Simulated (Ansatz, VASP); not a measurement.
## CdTe in VASP and in Ansatz

INCAR

```
ALGO = Normal
EDIFF = 1E-7
ENCUT = 520
GGA = CA
ISIF = 2
ISMEAR = -1
LASPH = True
LCHARG = True
LELF = True
LREAL = False
LVHAR = True
LWAVE = False
NBANDS = 16
NELM = 80
PREC = Accurate
SIGMA = 0.05
```

File KPOINTS:

```
k-points
0
Gamma
  13 13 13
```

POSCAR

```
CdTe
1.0
    0.0000000000      2.9050399181      2.9050399181
    2.9050399181      0.0000000000      2.9050399181
    2.9050399181      2.9050399181      0.0000000000
Cd Te
1 1
Direct
    0.0000000000      0.0000000000      0.0000000000
    0.5000000000      0.5000000000      0.5000000000
```

Input for Ansatz:

```yaml
crystal:
  lattice:
    - [0.0, 2.9050399181, 2.9050399181]
    - [2.9050399181, 0.0, 2.9050399181]
    - [2.9050399181, 2.9050399181, 0.0]
  atoms:
    - { symbol: Cd, position: [0.0, 0.0, 0.0] }
    - { symbol: Te, position: [0.5, 0.5, 0.5] }
kpoints:
  mp_grid: { grid: [13, 13, 13] }
scf:
  occupations: { method: fermi_dirac, width: 0.05 }
hamiltonian:
  xc: lda
  pseudopotentials: { kind: paw }
output:
  forces: true
  stress: true
  eigenvalues: true
  populations: true
  write_density: true
  write_potential: true
  elf: true
  volumetric_format: npy
```

Change from the starting cell: volume scaled by 0.94, PAW files.

Alike in both runs: task single point; functional LDA; k mesh 13 × 13 × 13; occupations fermi-dirac, width 0.05 eV; no spin polarisation.

|  | VASP | Ansatz |
| --- | --- | --- |
| version | VASP 6.6.1 | Ansatz 0.2.0 |
| potentials or method | VASP PAW LDA potentials, release 64 (Cd, Te) | PAW with Ansatz's default frozen-core files, scalar-relativistic |
| plane-wave cutoff (eV) | 520 | 420 |
| valence electrons in the cell | 18 | 36 |

```tsv
	VASP	Ansatz	Ansatz less VASP
pressure (GPa)	5.0	4.5	-0.52
```

LDA's correlation is that of Perdew and Zunger in VASP and of Perdew and Wang (1992) in Ansatz. VASP's potentials hold 18 valence electrons a cell and Ansatz's 36, so a difference there can come from the potentials and not from the codes.

Spin-orbit coupling is off throughout.
